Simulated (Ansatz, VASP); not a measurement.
**One calculation of GeN2, two programs**

```
CELL_PARAMETERS angstrom
3.77426 -0.06047 0.00000
-1.85069 2.30467 0.00000
0.00000 0.00000 28.00193
ATOMIC_POSITIONS crystal
Ge 0.00000 0.00000 0.30355
N 0.59705 0.19411 0.27909
N 0.40295 0.80589 0.32801
```

Change from the starting cell: species swapped into a sheet of the NiO2 type.

Alike in both runs: functional PBE; k mesh 12 × 12 × 1; occupations gaussian, width 0.02 eV; no spin polarisation.

Ansatz relaxed the structure, and its values are those at the end. VASP's run is a single point on that final structure, the one shown.

|  | VASP | Ansatz |
| --- | --- | --- |
| version | VASP 6.6.1 | Ansatz 0.2.0 |
| potentials or method | VASP PAW PBE potentials, release 64 (Ge_d, N), cutoff 520 eV | scalar-relativistic, plane waves, PAW |
| valence electrons in the cell | 24 | 24 |

```csv
,VASP,Ansatz,Ansatz less VASP
gap on the k mesh at the Fermi level (eV),1.64,1.65,+0.001
least direct gap on the mesh (eV),1.70,1.70,+0.002
rms of the force components (eV/Å),0.021,0.000,-0.0205
```

Ansatz's warnings: near symmetry operations not taken.
